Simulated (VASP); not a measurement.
# HC16 (a cell with a defect) in VASP: notebook, part 2 of 2

VASP 6.6.1. The steps go on from the part before.

### 3 Single point, PBE+D3(BJ)

INCAR reads:

```
PREC = Accurate ; ENCUT = 520
EDIFF = 1E-6 ; ISMEAR = 0
SIGMA = 0.05 ; LREAL = Auto
LASPH = True ; NELM = 60
ALGO = Normal ; ISIF = 2
LWAVE = False ; LCHARG = True
GGA = PE ; IVDW = 12
LELF = True ; LVHAR = True
NBANDS = 46 ; NELECT = 64.0
```

KPOINTS reads:

```
Automatic mesh
0
Gamma
  3 3 3
```

POSCAR reads:

```
HC16
1.0
    0.0000000000      3.5700000000      3.5700000000
    3.5700000000      0.0000000000      3.5700000000
    3.5700000000      3.5700000000      0.0000000000
C H
16 1
Direct
    0.0026320728      0.0007359944     -0.0061382353
    0.1303899160      0.1208571429      0.1216854342
    0.0051761905     -0.0030680672      0.4953257703
    0.1289976190      0.1222833333      0.6196141457
    0.0210726891      0.4932267507     -0.0073710084
    0.1247540616      0.6282044818      0.1221904762
    0.0046389356      0.4962739496      0.4943336134
    0.1340117647      0.6231434174      0.6154557423
    0.5030844538     -0.0000749300     -0.0062040616
    0.6269357143      0.1209113445      0.1216766106
    0.5024672269     -0.0030540616      0.4953064426
    0.6310546218      0.1185204482      0.6192549020
    0.4930098039      0.4933210084     -0.0073635854
    0.6170925770      0.6338432773      0.1315701681
    0.5056413165      0.4917822129      0.4968726891
    0.6272784314      0.6231532213      0.6155268908
    0.7783401961      0.5155088235      0.9287225490
```

Potentials or basis: VASP PAW PBE potentials, release 64 (C, H).

Run with:

```bash
$ cat potpaw_PBE.64/C/POTCAR potpaw_PBE.64/H/POTCAR > POTCAR
$ mpirun -np 1 vasp_std > vasp.out
```

OUTCAR:

```text
PREC = Accurate
   ENCUT = 520
   EDIFF = 1E-6
   ISMEAR = 0
   LREAL = Auto
   LASPH = True
   NELM = 60
   ISIF = 2
   GGA = PE
   IVDW = 12
   NELECT = 64.0
 IVDW          = 12

 ion  position               nearest neighbor table
   1  0.003  0.001  0.994-   6 1.54   4 1.54  10 1.55   2 1.55
   2  0.130  0.121  0.122-   5 1.54   9 1.54   3 1.54   1 1.55
   3  0.005  0.997  0.495-   4 1.54   2 1.54   8 1.54  12 1.54
   4  0.129  0.122  0.620-   3 1.54  11 1.54   7 1.54   1 1.54
   5  0.021  0.493  0.993-  17 1.36   6 1.52   2 1.54   8 1.56  14 1.67
   6  0.125  0.628  0.122-   5 1.52  13 1.52   7 1.53   1 1.54
   7  0.005  0.496  0.494-   6 1.53   4 1.54  16 1.56   8 1.56
   8  0.134  0.623  0.615-  15 1.53   3 1.54   7 1.56   5 1.56
   9  0.503  1.000  0.994-  14 1.51   2 1.54  10 1.54  12 1.54
  10  0.627  0.121  0.122-   9 1.54  13 1.54  11 1.54   1 1.55
  11  0.502  0.997  0.495-   4 1.54  10 1.54  16 1.54  12 1.54
  12  0.631  0.119  0.619-  15 1.54  11 1.54   3 1.54   9 1.54
  13  0.493  0.493  0.993-  17 1.36   6 1.52  10 1.54  16 1.56  14 1.66
  14  0.617  0.634  0.132-  17 1.17  15 1.51   9 1.51  13 1.66   5 1.67
  15  0.506  0.492  0.497-  14 1.51   8 1.53  16 1.53  12 1.54
  16  0.627  0.623  0.616-  15 1.53  11 1.54  13 1.56   7 1.56
  17  0.778  0.516  0.929-  14 1.17   5 1.36  13 1.36

  LATTYP: Found a face centered cubic cell.
 ALAT       =     7.1400000000

  Lattice vectors:

 A1 = (   0.0000000000,   3.5700000000,   3.5700000000)
 A2 = (   3.5700000000,   0.0000000000,   3.5700000000)
 A3 = (   3.5700000000,   3.5700000000,   0.0000000000)

Analysis of symmetry for initial positions (statically):
=====================================================================
 Subroutine PRICEL returns:
 Original cell was already a primitive cell.

 Routine SETGRP: Setting up the symmetry group for a
 face centered cubic supercell.

 Subroutine GETGRP returns: Found  1 space group operations
 (whereof  1 operations were pure point group operations)
 out of a pool of 48 trial point group operations.

The static configuration has the point symmetry C_1 .

Analysis of symmetry for dynamics (positions and initial velocities):
=====================================================================
 Subroutine PRICEL returns:
 Original cell was already a primitive cell.

 Routine SETGRP: Setting up the symmetry group for a
 face centered cubic supercell.

 Subroutine GETGRP returns: Found  1 space group operations
 (whereof  1 operations were pure point group operations)
 out of a pool of 48 trial point group operations.

The dynamic configuration has the point symmetry C_1 .

 Subroutine INISYM returns: Found  1 space group operations
 (whereof  1 operations are pure point group operations),
 and found     1 'primitive' translations

----------------------------------------------------------------------------------------

                                     Primitive cell

  volume of cell :      90.9986

  direct lattice vectors                    reciprocal lattice vectors
     0.000000000  3.570000000  3.570000000    -0.140056022  0.140056022  0.140056022
     3.570000000  0.000000000  3.570000000     0.140056022 -0.140056022  0.140056022
     3.570000000  3.570000000  0.000000000     0.140056022  0.140056022 -0.140056022

  length of vectors
     5.048742418  5.048742418  5.048742418     0.242584147  0.242584147  0.242584147

  position of ions in fractional coordinates (direct lattice)
     0.002632073  0.000735994  0.993861765
     0.130389916  0.120857143  0.121685434
     0.005176191  0.996931933  0.495325770
     0.128997619  0.122283333  0.619614146
[... 79 lines left out ...]
   dimension x,y,z NGX =    40 NGY =   40 NGZ =   40
   dimension x,y,z NGXF=    80 NGYF=   80 NGZF=   80
   ions per type =              16   1
   NGX,Y,Z   is equivalent  to a cutoff of  13.17, 13.17, 13.17 a.u.
   NGXF,Y,Z  is equivalent  to a cutoff of  26.34, 26.34, 26.34 a.u.
 SYSTEM =  unknown system
   PREC   = accura    normal or accurate (medium, high low for compatibility)
   ISTART =      0    job   : 0-new  1-cont  2-samecut
   ICHARG =      2    charge: 1-file 2-atom 10-const
   ISPIN  =      1    spin polarized calculation?
   LNONCOLLINEAR =      F non collinear calculations
   LSORBIT =      F    spin-orbit coupling
   LASPH  =      T    aspherical Exc in radial PAW
   ENCUT  =  520.0 eV  38.22 Ry    6.18 a.u.   9.39  9.39  9.39*2*pi/ulx,y,z
   NELM   =     60;   NELMIN=  2; NELMDL= -5     # of ELM steps
   EDIFF  = 0.1E-05   stopping-criterion for ELM
   LREAL  =      T    real-space projection
   EDIFFG = 0.1E-04   stopping-criterion for IOM
   NSW    =      0    number of steps for IOM
   IBRION =     -1    ionic relax: 0-MD 1-quasi-New 2-CG
   NFREE  =      0    steps in history (QN), initial steepest desc. (CG)
   ISIF   =      2    stress and relaxation
   ISYM   =      2    0-nonsym 1-usesym 2-fastsym
   POTIM  = 0.5000    time-step for ionic-motion
   TEBEG  =    0.0;   TEEND  =   0.0 temperature during run
   PSTRESS=    0.0 pullay stress
   NELECT =      64.0000    total number of electrons
   NUPDOWN=      -1.0000    fix difference up-down
   EMIN   =  10.00;   EMAX   =-10.00  energy-range for DOS
   EFERMI =   0.00;   METHOD = LEGACY
   ISMEAR =     0;   SIGMA  =   0.05  broadening in eV -4-tet -1-fermi 0-gaus
   EFERMI_NEDOS =   21; number of points for ismear=-14 and -15
   IALGO  =     38    algorithm
   IMIX   =      4    mixing-type and parameters
     AMIX     =   0.40;   BMIX     =  1.00
     AMIX_MAG =   1.60;   BMIX_MAG =  1.00
  volume/ion in A,a.u.               =       5.35        36.12
  Fermi-wavevector in a.u.,A,eV,Ry     =   1.455872  2.751200 28.838420  2.119564
  Thomas-Fermi vector in A             =   2.572856
   LORBIT       =      0    0 simple, 1 ext, 2 COOP (PROOUT), +10 PAW based schemes
   GGA     = PE    functional components
   LHFCALC =     F    Hartree Fock is set to
   AEXX    =    0.0000 exact exchange contribution
   IVDW    =    12    specifies the selected vdW correction
   LEPSILON=     F    determine dielectric tensor
   LRPA    =     F    only Hartree local field effects (RPA)
 non-spin polarized calculation
 Gauss-broadening in eV      SIGMA  =   0.05
  energy-cutoff  :      520.00
  volume of cell :       91.00
 maximum number of plane-waves:      2453
 NGX is ok and might be reduce to    40
   NGX = 19   NGY = 19   NGZ = 19

 number of electron      64.0000001 magnetization

 Free energy of the ion-electron system (eV)
  ---------------------------------------------------
  ext. energy  EPLUGINS =         0.00000000
  ---------------------------------------------------
  free energy    TOTEN  =      -155.18561853 eV

  energy without entropy =     -155.18561853  energy(sigma->0) =     -155.18561853

 E-fermi :  10.2441     XC(G=0): -13.2472

 val. band max:        9.9609918437   @ k =   0.0000   0.0000   0.0000
 cond. band min:      12.5984963732   @ k =   0.0000   0.0000   0.0000
 fundamental gap:      2.6375045295
 Fermi energy:        10.2440787094

 k-point     1 :       0.0000    0.0000    0.0000
  band No.  band energies     occupation
      1     -11.9932      2.00000
      2      -6.9836      2.00000
      3      -5.9502      2.00000
      4      -5.9318      2.00000
      5      -5.8504      2.00000
      6      -4.7969      2.00000
[... 647 lines left out ...]
     43      19.2994      0.00000
     44      19.6369      0.00000
 [bands above 44 left out]

------------------------ aborting loop because EDIFF is reached ----------------------------------------

 Edisp (eV)   -3.23240

 E8    (eV) :    -0.9204

  FORCE on cell =-STRESS in cart. coord.  units (eV):
  Direction    XX          YY          ZZ          XY          YZ          ZX
  --------------------------------------------------------------------------------------
  -------------------------------------------------------------------------------------
  Total      -9.96394    -9.77178    -9.76894     0.15055     1.77033    -0.19272
  in kB    -175.43136  -172.04793  -171.99791     2.65076    31.16960    -3.39319
  external pressure =     -173.16 kB  Pullay stress =        0.00 kB

 VOLUME and BASIS-vectors are now :
 -----------------------------------------------------------------------------
  energy-cutoff  :      520.00
  volume of cell :       91.00
      direct lattice vectors                 reciprocal lattice vectors
     0.000000000  3.570000000  3.570000000    -0.140056022  0.140056022  0.140056022
     3.570000000  0.000000000  3.570000000     0.140056022 -0.140056022  0.140056022
     3.570000000  3.570000000  0.000000000     0.140056022  0.140056022 -0.140056022

 POSITION                                       TOTAL-FORCE (eV/Angst)
 -----------------------------------------------------------------------------------
      3.55071      3.55748      0.01202         0.002661      0.003154     -0.000570
      0.86588      0.89991      0.89695        -0.001361      0.000042     -0.006182
      5.32736      1.78679      3.57753         0.003652     -0.000939     -0.001145
      2.64857      2.67254      0.89707         0.002111     -0.002833      0.002867
      5.30451      3.61892      1.83605         0.001145     -0.018437      0.003618
      2.67891      0.88159      2.68806         0.003167      0.004046     -0.010506
[... 9 lines left out ...]
      4.42209      4.43682      4.46404        -0.004705     -0.000116      0.004070
      5.15591      6.09421      4.61904        -0.032830      0.020561     -0.016262
 -----------------------------------------------------------------------------------
    total drift:                                0.044434      0.007528     -0.006604

  FREE ENERGIE OF THE ION-ELECTRON SYSTEM (eV)
  ---------------------------------------------------
  free  energy   TOTEN  =      -158.4180152313 eV

  energy  without entropy=     -158.4180152313  energy(sigma->0) =     -158.41801523
```

It took 77 s on 1 thread of AMD EPYC 9R45 (Zen 5), shared host; peak memory 0.22 GiB.

Results:

```yaml
Free_energy: -158.4180 eV
Largest_force: 0.042 eV/Å
Dispersion_energy_per_atom: -0.190 eV
```

Forces in eV/Å, atoms in the order of the input:
```
C    0.003  0.003 -0.001
C   -0.001  0.000 -0.006
C    0.004 -0.001 -0.001
C    0.002 -0.003  0.003
C    0.001 -0.018  0.004
C    0.003  0.004 -0.011
C    0.006 -0.004  0.004
C   -0.003 -0.002  0.000
C    0.007 -0.002  0.003
C   -0.004  0.007  0.002
C    0.004  0.002 -0.001
C   -0.003  0.000  0.000
C    0.013  0.000  0.017
C    0.014 -0.015  0.004
C   -0.008  0.008 -0.006
C   -0.005  0.000  0.004
H   -0.033  0.021 -0.016
```

Levels at points of the mesh, in eV from the Fermi level:
```csv
k point,band 28,band 29,band 30,band 31,band 32,band 33,band 34,band 35,band 36,band 37
"(0.00, 0.00, 0.00)",-3.13,-2.94,-0.62,-0.50,-0.28,2.35,3.30,3.72,4.20,4.39
```

Caveat: the k points lie up to 0.51 Å⁻¹ apart; the cell carries a net charge on a neutralising background, which shifts energy and pressure; the cell is charged against a uniform background, so pressure and absolute levels hang on convention.
